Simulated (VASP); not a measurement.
# Mo (Fm-3m) in VASP: single point with PBEsol

Aim: the single point of Mo with PBEsol.

Program: VASP 6.6.1. These are calculated values, not measurements. Logs are shortened: lines on timing, memory, paths and dates and some standing lists are left out, and cuts for length are marked.

## Step 1: The cell of the first run

It takes space group Fm-3m (No. 225, cubic). The conventional cell has a = 4.030 Å, b = 4.030 Å, c = 4.030 Å, α = 90.00°, β = 90.00°, γ = 90.00°. Mo (site symmetry m-3m) has 12 Mo at 2.85 Å within 3.8 Å.

This isn't the form of Mo at room conditions, which is bcc.

## Step 2: Single point, PBEsol

Input file INCAR:

```
PREC = Accurate ; ENCUT = 520
EDIFF = 1E-7 ; ISMEAR = 0
SIGMA = 0.15 ; LREAL = False
LASPH = True ; NELM = 60
ALGO = Fast ; ISIF = 2
LWAVE = False ; LCHARG = False
GGA = PS ; NBANDS = 13
```

Input file KPOINTS:

```
regular mesh
0
Gamma
  20 20 20
```

Input file POSCAR:

```
Mo
1.0
    0.0000000000      2.0150000000      2.0150000000
    2.0150000000      0.0000000000      2.0150000000
    2.0150000000      2.0150000000      0.0000000000
Mo
1
Direct
    0.0000000000      0.0000000000      0.0000000000
```

Potentials or basis: VASP PAW PBE potentials, release 64 (Mo_sv).

The run is started by

```bash
$ cat potpaw_PBE.64/Mo_sv/POTCAR > POTCAR
$ mpirun -np 1 vasp_std > vasp.out
```

OUTCAR:

```text
PREC = Accurate
   ENCUT = 520
   EDIFF = 1E-7
   ISMEAR = 0
   LREAL = False
   LASPH = True
   NELM = 60
   ISIF = 2
   GGA = PS

 ion  position               nearest neighbor table
   1  0.000  0.000  0.000-

  LATTYP: Found a face centered cubic cell.
 ALAT       =     4.0300000000

  Lattice vectors:

 A1 = (   0.0000000000,   2.0150000000,   2.0150000000)
 A2 = (   2.0150000000,   0.0000000000,   2.0150000000)
 A3 = (   2.0150000000,   2.0150000000,   0.0000000000)

Analysis of symmetry for initial positions (statically):
=====================================================================
 Subroutine PRICEL returns:
 Original cell was already a primitive cell.

 Routine SETGRP: Setting up the symmetry group for a
 face centered cubic supercell.

 Subroutine GETGRP returns: Found 48 space group operations
 (whereof 48 operations were pure point group operations)
 out of a pool of 48 trial point group operations.

The static configuration has the point symmetry O_h .

Analysis of symmetry for dynamics (positions and initial velocities):
=====================================================================
 Subroutine PRICEL returns:
 Original cell was already a primitive cell.

 Routine SETGRP: Setting up the symmetry group for a
 face centered cubic supercell.

 Subroutine GETGRP returns: Found 48 space group operations
 (whereof 48 operations were pure point group operations)
 out of a pool of 48 trial point group operations.

The dynamic configuration has the point symmetry O_h .

 Subroutine INISYM returns: Found 48 space group operations
 (whereof 48 operations are pure point group operations),
 and found     1 'primitive' translations

----------------------------------------------------------------------------------------

                                     Primitive cell

  volume of cell :      16.3627

  direct lattice vectors                    reciprocal lattice vectors
     0.000000000  2.015000000  2.015000000    -0.248138958  0.248138958  0.248138958
     2.015000000  0.000000000  2.015000000     0.248138958 -0.248138958  0.248138958
     2.015000000  2.015000000  0.000000000     0.248138958  0.248138958 -0.248138958

  length of vectors
     2.849640328  2.849640328  2.849640328     0.429789282  0.429789282  0.429789282

  position of ions in fractional coordinates (direct lattice)
     0.000000000  0.000000000  0.000000000

  ion indices of the primitive-cell ions
   primitive index   ion index
                 1           1

[... 83 lines left out ...]
   NUPDOWN=      -1.0000    fix difference up-down
   EMIN   =  10.00;   EMAX   =-10.00  energy-range for DOS
   EFERMI =   0.00;   METHOD = LEGACY
   ISMEAR =     0;   SIGMA  =   0.15  broadening in eV -4-tet -1-fermi 0-gaus
   EFERMI_NEDOS =   21; number of points for ismear=-14 and -15
   IALGO  =     68    algorithm
   IMIX   =      4    mixing-type and parameters
     AMIX     =   0.40;   BMIX     =  1.00
     AMIX_MAG =   1.60;   BMIX_MAG =  1.00
  volume/ion in A,a.u.               =      16.36       110.42
  Fermi-wavevector in a.u.,A,eV,Ry     =   1.554172  2.936960 32.864208  2.415451
  Thomas-Fermi vector in A             =   2.658297
   LORBIT       =      0    0 simple, 1 ext, 2 COOP (PROOUT), +10 PAW based schemes
   GGA     = PS    functional components
   LHFCALC =     F    Hartree Fock is set to
   AEXX    =    0.0000 exact exchange contribution
   IVDW    =     0    specifies the selected vdW correction
   LEPSILON=     F    determine dielectric tensor
   LRPA    =     F    only Hartree local field effects (RPA)
 non-spin polarized calculation
 RMM-DIIS sequential band-by-band and
 Gauss-broadening in eV      SIGMA  =   0.15
  energy-cutoff  :      520.00
  volume of cell :       16.36
 maximum number of plane-waves:       459
 NGX is ok and might be reduce to    24
   NGX = 11   NGY = 11   NGZ = 11

 number of electron      14.0000001 magnetization

 Free energy of the ion-electron system (eV)
  ---------------------------------------------------
  ext. energy  EPLUGINS =         0.00000000
  ---------------------------------------------------
  free energy    TOTEN  =       -11.32163950 eV

  energy without entropy =      -11.30656848  energy(sigma->0) =      -11.31410399

 E-fermi :  11.3217     XC(G=0): -13.2565

 val. band max:       11.3198045672   @ k =   0.4500   0.1500   0.0000
 cond. band min:      11.3258353354   @ k =   0.3000   0.1000   0.0000
 fundamental gap:      0.0060307681
 Fermi energy:        11.3216896499

 k-point     1 :       0.0000    0.0000    0.0000
  band No.  band energies     occupation
      1     -49.3023      2.00000
      2     -22.7086      2.00000
      3     -22.7086      2.00000
      4     -22.7086      2.00000
      5       4.6162      2.00000
      6      10.6500      2.00000
      7      10.6500      2.00000
      8      10.6500      2.00000
      9      13.2408      0.00000
     10      13.2408      0.00000
     11      24.4112      0.00000
     12      29.5292      0.00000
     13      29.5292      0.00000
[... 354 lines left out ...]
  band No.  band energies     occupation
      1     -49.1269      2.00000
      2     -23.7348      2.00000
      3     -22.8769      2.00000
      4     -22.8354      2.00000
      5       6.9701      2.00000
      6      10.6177      2.00000
      7      10.7344      2.00000
      8      11.1780      1.82451
      9      14.1807      0.00000
     10      14.9425      0.00000
     11      23.2634      0.00000
     12      25.8839      0.00000
     13      31.2001      0.00000

 [... further k-points ...]

------------------------ aborting loop because EDIFF is reached ----------------------------------------

  FORCE on cell =-STRESS in cart. coord.  units (eV):
  Direction    XX          YY          ZZ          XY          YZ          ZX
  --------------------------------------------------------------------------------------
  -------------------------------------------------------------------------------------
  Total       -1.1816364     -1.1816364     -1.1816364     -0.0000000      0.0000000     -0.0000000
  in kB     -115.7015800   -115.7015800   -115.7015800     -0.0000000      0.0000000     -0.0000000
  external PRESSURE =    -115.7015800 kB  Pullay stress =       0.0000000 kB

 VOLUME and BASIS-vectors are now :
 -----------------------------------------------------------------------------
  energy-cutoff  :      520.00
  volume of cell :       16.36
      direct lattice vectors                 reciprocal lattice vectors
     0.000000000  2.015000000  2.015000000    -0.248138958  0.248138958  0.248138958
     2.015000000  0.000000000  2.015000000     0.248138958 -0.248138958  0.248138958
     2.015000000  2.015000000  0.000000000     0.248138958  0.248138958 -0.248138958

 POSITION                                       TOTAL-FORCE (eV/Angst)
 -----------------------------------------------------------------------------------
      0.00000      0.00000      0.00000         0.000000     -0.000000      0.000000
 -----------------------------------------------------------------------------------
    total drift:                               -0.000000     -0.000000      0.000000

  FREE ENERGIE OF THE ION-ELECTRON SYSTEM (eV)
  ---------------------------------------------------
  free  energy   TOTEN  =       -11.3216394998 eV

  energy  without entropy=      -11.3065684812  energy(sigma->0) =      -11.31410399
```

stdout:

```text
POSCAR found type information on POSCAR Mo
 POSCAR found :  1 types and       1 ions
 scaLAPACK will be used
 -----------------------------------------------------------------------------
|                                                                             |
|                                                                             |
|     You enforced a specific xc type in the INCAR file but a different       |
|     I HOPE YOU KNOW WHAT YOU ARE DOING!                                     |
|                                                                             |
 -----------------------------------------------------------------------------

 LDA part: xc-table for (Slater+PW92), standard interpolation
 POSCAR, INCAR and KPOINTS ok, starting setup
 FFT: planning ... GRIDC
 FFT: planning ... GRID_SOFT
 FFT: planning ... GRID
 WAVECAR not read
 entering main loop
```

Wall time 66 s (1 thread of Intel Xeon 8259CL, shared host); peak memory 0.18 GiB.

Results:

* Free energy: -11.3216 eV
* Pressure: -11.6 GPa
* Band gap on the k mesh: zero (bands 7 and 8 overlap by 4.56 eV)

Caveat: the cell stands under tension; the PAW data sets were made with another functional, which shifts forces and pressure a little.
